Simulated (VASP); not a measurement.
# SiC (a cell with a defect) in VASP: single point with PBEsol

Aim: the single point of SiC (a cell with a defect) with PBEsol.

Everything below comes from runs of VASP 6.6.1. Logs are shortened: lines on timing, memory, paths and dates and some standing lists are left out, and cuts for length are marked.

## (1) The cell of the first run

The cell holds a defect, 94 atoms: a = 9.234 Å, b = 10.663 Å, c = 10.076 Å, α = 90.00°, β = 90.00°, γ = 90.00°.

## (2) Single point, PBEsol, collinear spin

File INCAR:

```
SYSTEM = SiC
PREC = Accurate
ENCUT = 520
EDIFF = 1E-6
ISMEAR = -1
SIGMA = 0.05
LREAL = Auto
LASPH = .TRUE.
NELM = 200
ALGO = Normal
ISIF = 2
LWAVE = .FALSE.
LCHARG = .FALSE.
ISPIN = 2
MAGMOM = 0 0 0 0 0 0 0 0 0 0 0 0 0 0 0 0 0 0 0 0 0 0 0 0 0 0 0.333 0.333 0 0 0 0.333 0 0 0 0 0 0 0 0 0 0 0 0 0 0 0 0 0 0 0 0 0 0 0 0 0 0 0 0 0 0 0 0 0 0 0 0 0 0 0 0 0.333 0 0 0.333 0.333 0 0 0 0 0 0 0 0 0 0 0 0 0 0 0 0 0
LORBIT = 11
GGA = PS
ISYM = 0
NBANDS = 245
GGA_COMPAT = .FALSE.
NCORE = 4
```

File KPOINTS:

```
Automatic mesh
0
Gamma
  1 1 1
  0.25 0.25 0.25
```

File POSCAR:

```
SiC
1.0
    9.2342040000      0.0000000000      0.0000000000
    0.0000000000     10.6627400000      0.0000000000
    0.0000000000      0.0000000000     10.0759470000
Si C
47 47
Direct
    0.0003640000      0.9995320000      0.4993350000
    0.3338530000      0.9990540000      0.4987210000
    0.1690930000      0.2517410000      0.4983940000
    0.0033780000      0.5010330000      0.4985650000
    0.6672810000      0.0001840000      0.4992820000
    0.4985470000      0.2520480000      0.4983550000
    0.1680250000      0.7472400000      0.4983910000
    0.8339100000      0.2507660000      0.4989580000
    0.6636370000      0.5002420000      0.4982780000
    0.4996920000      0.7474650000      0.4982980000
    0.8336690000      0.7499260000      0.4985270000
    0.0009520000      0.1670130000      0.2505230000
    0.3337280000      0.1666380000      0.2497770000
    0.1676270000      0.4170370000      0.2513800000
    0.0005110000      0.6665340000      0.2494910000
    0.6666000000      0.1671420000      0.2506170000
    0.4997770000      0.4169870000      0.2516870000
    0.3337140000      0.6658220000      0.2511350000
    0.1671130000      0.9158380000      0.2502580000
    0.8337660000      0.4172320000      0.2508340000
    0.6668360000      0.6665070000      0.2495550000
    0.5003540000      0.9159610000      0.2503430000
    0.8336700000      0.9168640000      0.2498910000
    0.1678900000      0.0837400000      0.7499860000
    0.9998420000      0.3332880000      0.7500010000
    0.4990410000      0.0840120000      0.7500240000
    0.3337910000      0.3336480000      0.7530890000
    0.1663400000      0.5833360000      0.7533000000
    0.0005290000      0.8323320000      0.7500190000
    0.8337980000      0.0828420000      0.7500840000
    0.6674970000      0.3327490000      0.7500140000
    0.5007280000      0.5828840000      0.7532500000
    0.3335530000      0.8335360000      0.7498660000
    0.8332010000      0.5843110000      0.7501710000
    0.6664810000      0.8327860000      0.7500540000
    0.0004160000      0.9999610000      0.0001360000
    0.3335970000      0.0001730000      0.0003760000
    0.1662220000      0.2498440000      0.0003610000
    0.9995670000      0.4994400000      0.0003080000
    0.6668690000      0.0000740000      0.0001760000
    0.5010690000      0.2498230000      0.0004600000
    0.3335230000      0.4999730000      0.0023760000
    0.1671360000      0.7505850000      0.0002690000
    0.8336630000      0.2497320000      0.0007290000
    0.6676280000      0.4993480000      0.0004800000
    0.5000680000      0.7506520000      0.0002810000
    0.8335280000      0.7499940000      0.0002100000
    0.0006550000      0.0000460000      0.1873430000
    0.3337360000      0.9995670000      0.1874580000
    0.1675680000      0.2499820000      0.1865070000
    0.0003940000      0.5002580000      0.1863830000
    0.6668630000      0.0001410000      0.1873830000
    0.5000190000      0.2498840000      0.1865650000
    0.3337670000      0.4998670000      0.1874070000
    0.1668730000      0.7495520000      0.1863200000
    0.8338020000      0.2501940000      0.1879280000
    0.6671090000      0.5002740000      0.1865270000
    0.5006150000      0.7496180000      0.1863540000
    0.8336840000      0.7501880000      0.1871120000
    0.0012780000      0.9995230000      0.6871600000
    0.3335530000      0.9999830000      0.6867900000
    0.1681590000      0.2529990000      0.6868940000
    0.0027300000      0.5001210000      0.6870940000
    0.6659930000      0.0003740000      0.6871170000
    0.4990630000      0.2529370000      0.6868810000
    0.1692210000      0.7473190000      0.6868120000
    0.8339210000      0.2496840000      0.6870980000
    0.6646630000      0.4986460000      0.6867550000
    0.4980570000      0.7474490000      0.6868180000
    0.8334670000      0.7500810000      0.6865960000
    0.0007560000      0.1658860000      0.4386550000
    0.3338020000      0.1655090000      0.4376900000
    0.1563550000      0.4113080000      0.4331070000
    0.9998770000      0.6671130000      0.4373670000
    0.6671780000      0.1664560000      0.4386610000
    0.5111330000      0.4111300000      0.4329890000
    0.3338480000      0.6776820000      0.4326570000
    0.1664230000      0.9160790000      0.4383270000
    0.8339070000      0.4180880000      0.4390910000
    0.6675650000      0.6669070000      0.4374990000
    0.5014420000      0.9164450000      0.4384310000
    0.8336520000      0.9164900000      0.4379140000
    0.1671010000      0.0834990000      0.9374870000
    0.0000760000      0.3332120000      0.9376710000
    0.5000930000      0.0835100000      0.9375670000
    0.3336570000      0.3340760000      0.9384020000
    0.1675210000      0.5829230000      0.9384260000
    0.0003500000      0.8330670000      0.9374660000
    0.8337000000      0.0831660000      0.9379950000
    0.6671940000      0.3331210000      0.9377140000
    0.4997350000      0.5829010000      0.9384010000
    0.3336050000      0.8334990000      0.9375040000
    0.8334800000      0.5833760000      0.9371710000
    0.6668220000      0.8331910000      0.9374370000
```

Potentials or basis: VASP PAW PBE potentials, release 64 (Si, C).

Started as:

```bash
$ cat potpaw_PBE.64/Si/POTCAR potpaw_PBE.64/C/POTCAR > POTCAR
$ mpirun -np 4 vasp_std > vasp.out
```

OUTCAR:

```text
SYSTEM = SiC
   PREC = Accurate
   ENCUT = 520
   EDIFF = 1E-6
   ISMEAR = -1
   LREAL = Auto
   LASPH = .TRUE.
   NELM = 200
   ISIF = 2
   ISPIN = 2
   LORBIT = 11
   GGA = PS
   ISYM = 0

 ion  position               nearest neighbor table
   1  0.000  1.000  0.499-  71 1.88  78 1.88  82 1.88  60 1.89  11 3.07   5 3.08  23 3.08  19 3.08
                            12 3.08   2 3.08  30 3.09   8 3.09  29 3.09  24 3.09   7 3.10   3 3.11
   2  0.334  0.999  0.499-  72 1.88  81 1.88  78 1.88  61 1.90  22 3.07  19 3.07   5 3.08   1 3.08
                            13 3.08  33 3.09  10 3.09   7 3.09  26 3.09  24 3.09   3 3.09   6 3.10
   3  0.169  0.252  0.498-  73 1.83  72 1.88  62 1.90  71 1.90   6 3.04  14 3.05   4 3.07  13 3.07
                            12 3.08   2 3.09   8 3.10  25 3.10  24 3.10   1 3.11  27 3.11
   4  0.003  0.501  0.499-  73 1.83  74 1.88  79 1.89  63 1.90   7 3.03  14 3.05   3 3.07  15 3.07
                            20 3.08  11 3.08   8 3.09  25 3.10  28 3.10  34 3.11   9 3.14
   5  0.667  0.000  0.499-  75 1.88  81 1.88  82 1.88  64 1.89  16 3.07   1 3.08  23 3.08  22 3.08
                             2 3.08  11 3.08   8 3.08  30 3.09  35 3.09  26 3.10   6 3.10  10 3.11
   6  0.499  0.252  0.498-  76 1.82  72 1.88  65 1.90  75 1.90   3 3.04  17 3.04   9 3.05  13 3.07
                            16 3.08   2 3.10   8 3.10  31 3.10   5 3.10  26 3.10  27 3.11
   7  0.168  0.747  0.498-  77 1.83  74 1.88  66 1.90  78 1.90   4 3.03  18 3.05  10 3.06  15 3.07
                            19 3.08  11 3.09   2 3.09  33 3.10   1 3.10  29 3.11  28 3.11
   8  0.834  0.251  0.499-  79 1.88  75 1.88  71 1.89  67 1.90  20 3.07  12 3.07  16 3.07   5 3.08
                            25 3.09  31 3.09   1 3.09   9 3.09   4 3.09   3 3.10   6 3.10  30 3.10
   9  0.664  0.500  0.498-  76 1.82  80 1.88  79 1.90  68 1.90  10 3.04  17 3.04   6 3.05  21 3.07
[... 110 lines left out ...]
  81  0.501  0.916  0.438-   5 1.88   2 1.88  22 1.90  10 1.90
  82  0.834  0.916  0.438-  11 1.88   1 1.88   5 1.88  23 1.89
  83  0.167  0.083  0.937-  38 1.88  37 1.89  36 1.89  24 1.89
[... 9 lines left out ...]
  93  0.833  0.583  0.937-  34 1.88  45 1.89  39 1.89  47 1.89
  94  0.667  0.833  0.937-  46 1.88  47 1.89  35 1.89  40 1.89

IMPORTANT INFORMATION: All symmetrisations will be switched off!
NOSYMM: (Re-)initialisation of all symmetry stuff for point group C_1.

----------------------------------------------------------------------------------------

                                     Primitive cell

  volume of cell :     992.0971

  direct lattice vectors                    reciprocal lattice vectors
     9.234204000  0.000000000  0.000000000     0.108293037  0.000000000  0.000000000
     0.000000000 10.662740000  0.000000000     0.000000000  0.093784524  0.000000000
     0.000000000  0.000000000 10.075947000     0.000000000  0.000000000  0.099246254

  length of vectors
     9.234204000 10.662740000 10.075947000     0.108293037  0.093784524  0.099246254

  position of ions in fractional coordinates (direct lattice)
     0.000364000  0.999532000  0.499335000
     0.333853000  0.999054000  0.498721000
     0.169093000  0.251741000  0.498394000
     0.003378000  0.501033000  0.498565000
     0.667281000  0.000184000  0.499282000
     0.498547000  0.252048000  0.498355000
[... 86 lines left out ...]
     0.833480000  0.583376000  0.937171000
     0.666822000  0.833191000  0.937437000

  ion indices of the primitive-cell ions
   primitive index   ion index
                 1           1
                 2           2
                 3           3
                 4           4
                 5           5
                 6           6
[... 86 lines left out ...]
                93          93
                94          94

[... 74 lines left out ...]
   LORBIT       =     11    0 simple, 1 ext, 2 COOP (PROOUT), +10 PAW based schemes
   GGA     = PS    functional components
   LHFCALC =     F    Hartree Fock is set to
   AEXX    =    0.0000 exact exchange contribution
   IVDW    =     0    specifies the selected vdW correction
   LEPSILON=     F    determine dielectric tensor
   LRPA    =     F    only Hartree local field effects (RPA)
 spin polarized calculation
  energy-cutoff  :      520.00
  volume of cell :      992.10
 maximum number of plane-waves:     26706
 NGX is ok and might be reduce to    70
   NGX = 35   NGY = 39   NGZ = 37

 number of electron     376.0000014 magnetization       1.9917209

 Free energy of the ion-electron system (eV)
  ---------------------------------------------------
  ext. energy  EPLUGINS =         0.00000000
  ---------------------------------------------------
  free energy    TOTEN  =      -740.57113680 eV

  energy without entropy =     -740.56819961  energy(sigma->0) =     -740.56966820

 E-fermi :   8.6284     XC(G=0): -11.3954

 val. band max:        8.3629126181   @ k =   0.2500   0.2500   0.2500
 cond. band min:       8.8968946660   @ k =  -0.2500   0.2500  -0.2500
 fundamental gap:      0.5339820479
 Fermi energy:         8.6284330965

 spin component 1

 k-point     1 :       0.2500    0.2500    0.2500
  band No.  band energies     occupation
      1      -7.3898      1.00000
      2      -6.8735      1.00000
      3      -6.7767      1.00000
      4      -6.6499      1.00000
      5      -6.2572      1.00000
      6      -6.1709      1.00000
[... 801 lines left out ...]
    199      11.4406      0.00000
    200      11.5241      0.00000
 Fermi energy:         8.6284330965

 spin component 2

 k-point     1 :       0.2500    0.2500    0.2500
  band No.  band energies     occupation
      1      -7.3779      1.00000
      2      -6.8617      1.00000
      3      -6.7593      1.00000
      4      -6.6351      1.00000
      5      -6.2370      1.00000
      6      -6.1579      1.00000
[... 801 lines left out ...]
    199      11.4544      0.00000
    200      11.5411      0.00000
 [bands above 200 left out]

------------------------ aborting loop because EDIFF is reached ----------------------------------------

  FORCE on cell =-STRESS in cart. coord.  units (eV):
  Direction    XX          YY          ZZ          XY          YZ          ZX
  --------------------------------------------------------------------------------------
  -------------------------------------------------------------------------------------
  Total       -3.4792778     -2.7748980      7.1997185      0.1567410     -0.0549354      0.0875243
  in kB       -5.6188254     -4.4812940     11.6271143      0.2531273     -0.0887174      0.1413465
  external PRESSURE =       0.5089983 kB  Pullay stress =       0.0000000 kB

 VOLUME and BASIS-vectors are now :
 -----------------------------------------------------------------------------
  energy-cutoff  :      520.00
  volume of cell :      992.10
      direct lattice vectors                 reciprocal lattice vectors
     9.234204000  0.000000000  0.000000000     0.108293037  0.000000000  0.000000000
     0.000000000 10.662740000  0.000000000     0.000000000  0.093784524  0.000000000
     0.000000000  0.000000000 10.075947000     0.000000000  0.000000000  0.099246254

 POSITION                                       TOTAL-FORCE (eV/Angst)
 -----------------------------------------------------------------------------------
      0.00336     10.65775      5.03127         0.004856      0.020883     -0.007105
      3.08287     10.65265      5.02509        -0.016192     -0.000066      0.010135
      1.56144      2.68425      5.02179        -0.015146      0.035856      0.007175
      0.03119      5.34238      5.02351         0.060524     -0.061256     -0.009480
      6.16181      0.00196      5.03074         0.002268     -0.021828      0.015630
      4.60368      2.68752      5.02140        -0.017682     -0.055497      0.016626
[... 86 lines left out ...]
      7.69652      6.22039      9.44289         0.002279      0.002659      0.011360
      6.15757      8.88410      9.44557         0.003459      0.007868      0.012822
 -----------------------------------------------------------------------------------
    total drift:                               -0.003345     -0.006665      0.060884

  FREE ENERGIE OF THE ION-ELECTRON SYSTEM (eV)
  ---------------------------------------------------
  free  energy   TOTEN  =      -740.5711368007 eV

  energy  without entropy=     -740.5681996065  energy(sigma->0) =     -740.56966820

 total charge

# of ion       s       p       d       tot
------------------------------------------
    1        0.712   0.975   0.000   1.687
    2        0.710   0.972   0.000   1.682
    3        0.710   0.978   0.000   1.688
    4        0.711   0.980   0.000   1.691
    5        0.712   0.976   0.000   1.687
    6        0.710   0.978   0.000   1.689
[... 86 lines left out ...]
   93        0.834   1.701   0.000   2.535
   94        0.834   1.700   0.000   2.534
--------------------------------------------------
tot         72.721 124.924   0.000 197.645

 magnetization (x)

# of ion       s       p       d       tot
------------------------------------------
    1        0.002   0.006   0.000   0.008
    2       -0.000  -0.000   0.000  -0.001
    3       -0.001  -0.002   0.000  -0.004
    4       -0.001   0.001   0.000  -0.000
    5        0.002   0.006   0.000   0.008
    6       -0.001  -0.002   0.000  -0.004
[... 86 lines left out ...]
   93        0.000   0.001   0.000   0.001
   94        0.000   0.001   0.000   0.001
--------------------------------------------------
tot          0.076   0.912   0.000   0.988
```

Run time: 22 min. Hardware: 4 MPI ranks of Intel Xeon Platinum 8259CL at 2.50GHz (Skylake/Cascade Lake), shared host; peak memory 0.6 GiB.

What came out:

| Property | Result |
| --- | --- |
| Free energy | -740.5711 eV |
| Pressure | 0.1 GPa |
| Largest force | 0.135 eV/Å |
| Band gap on the k mesh | 0.53 eV |
| Net moment | 1.99 μB per cell |
| Site moments | Si +0.01, -0.00, +0.00, -0.01 (each value once); C +0.00, +0.01, +0.03, -0.00, +0.02, +0.26, +0.25, +0.04 (each value once) μB |
| Valence electrons inside the program's atomic spheres | Si 1.69, 1.68, 1.67, 1.63, 1.64 (each value once); C 2.53, 2.54, 2.52, 2.51, 2.47, 2.48 (each value once) |

Forces in eV/Å, atoms in the order of the input:
```
Si   0.005  0.021 -0.007
Si  -0.016  0.000  0.010
Si  -0.015  0.036  0.007
Si   0.061 -0.061 -0.009
Si   0.002 -0.022  0.016
Si  -0.018 -0.055  0.017
Si  -0.015  0.008  0.001
Si   0.034  0.002  0.009
Si   0.054  0.075  0.025
Si  -0.006 -0.005  0.025
Si  -0.011 -0.015  0.006
Si   0.014 -0.003  0.005
Si   0.008 -0.006  0.000
Si   0.004 -0.002  0.035
Si   0.006 -0.008 -0.007
Si  -0.001 -0.006 -0.015
Si   0.002 -0.008 -0.052
Si   0.011 -0.004 -0.012
Si   0.005  0.005 -0.003
Si   0.010 -0.004  0.000
Si   0.008 -0.002  0.004
Si   0.006 -0.002 -0.013
Si   0.013 -0.003 -0.008
Si   0.012  0.023 -0.003
Si   0.020  0.012 -0.020
Si   0.008 -0.015  0.000
Si  -0.029  0.030 -0.002
Si   0.027 -0.015  0.013
Si   0.015 -0.001  0.016
Si   0.003 -0.012  0.001
Si   0.007 -0.025  0.010
Si   0.021  0.001 -0.039
Si   0.015 -0.012  0.002
Si   0.023 -0.001 -0.005
Si   0.002 -0.003 -0.019
Si   0.006 -0.003 -0.005
Si   0.002 -0.006 -0.003
Si   0.008 -0.001 -0.011
Si  -0.003 -0.004 -0.006
Si   0.002 -0.007 -0.012
Si  -0.005  0.001 -0.007
Si   0.028 -0.007 -0.004
Si   0.009  0.007 -0.010
Si   0.003 -0.003 -0.009
Si  -0.009  0.001 -0.018
Si   0.004 -0.007 -0.020
Si   0.005  0.003 -0.010
C   -0.006 -0.002  0.003
C   -0.007 -0.003  0.005
C   -0.020 -0.009  0.004
C   -0.009  0.009  0.011
C   -0.013  0.003  0.006
C   -0.010  0.018  0.014
C   -0.005  0.010  0.005
C   -0.010  0.001  0.009
C   -0.002  0.007  0.002
C   -0.017 -0.011  0.009
C   -0.007  0.003  0.007
C   -0.004  0.000  0.003
C   -0.006  0.047  0.000
C    0.007  0.005 -0.007
C   -0.009 -0.004 -0.001
C   -0.035 -0.127 -0.030
C   -0.006 -0.053  0.015
C    0.014  0.000 -0.015
C    0.002  0.031 -0.015
C   -0.013 -0.006 -0.015
C   -0.031  0.124  0.018
C   -0.009 -0.024 -0.011
C   -0.018  0.002 -0.004
C   -0.023  0.029  0.000
C    0.015  0.008 -0.005
C   -0.031  0.012  0.011
C   -0.002  0.029  0.004
C   -0.028 -0.021 -0.008
C   -0.058  0.025  0.002
C    0.009 -0.009  0.007
C   -0.011  0.011  0.012
C   -0.015  0.002  0.000
C    0.005 -0.021 -0.001
C   -0.002 -0.013 -0.006
C    0.004  0.010  0.000
C    0.008  0.000  0.013
C    0.002  0.001  0.008
C    0.001  0.000  0.002
C    0.001 -0.006  0.012
C    0.007  0.009  0.012
C   -0.001 -0.007  0.000
C   -0.006  0.010  0.001
C    0.007  0.003  0.004
C   -0.008 -0.003  0.019
C   -0.007  0.004  0.003
C    0.002  0.003  0.011
C    0.003  0.008  0.013
```

Stress tensor (GPa, compression positive):
```
-0.56  0.03  0.01
 0.03 -0.45 -0.01
 0.01 -0.01  1.16
```

Levels at points of the mesh, in eV from the valence-band top:
Spin up:
```csv
k point,band 185,band 186,band 187,band 188,band 189,band 190,band 191,band 192,band 193,band 194
"(0.25, 0.25, 0.25)",-0.97,-0.93,-0.82,-0.23,0.00,1.42,1.50,2.08,2.33,2.41
```
Spin down:
| k point | band 184 | band 185 | band 186 | band 187 | band 188 | band 189 | band 190 | band 191 |
| --- | --- | --- | --- | --- | --- | --- | --- | --- |
| (0.25, 0.25, 0.25) | -1.06 | -0.89 | -0.80 | -0.48 | 0.54 | 0.76 | 1.48 | 1.55 |

Caveat: semilocal functionals underestimate gaps, and a narrow one can read as zero; the PAW data sets were made with another functional, which shifts forces and pressure a little.
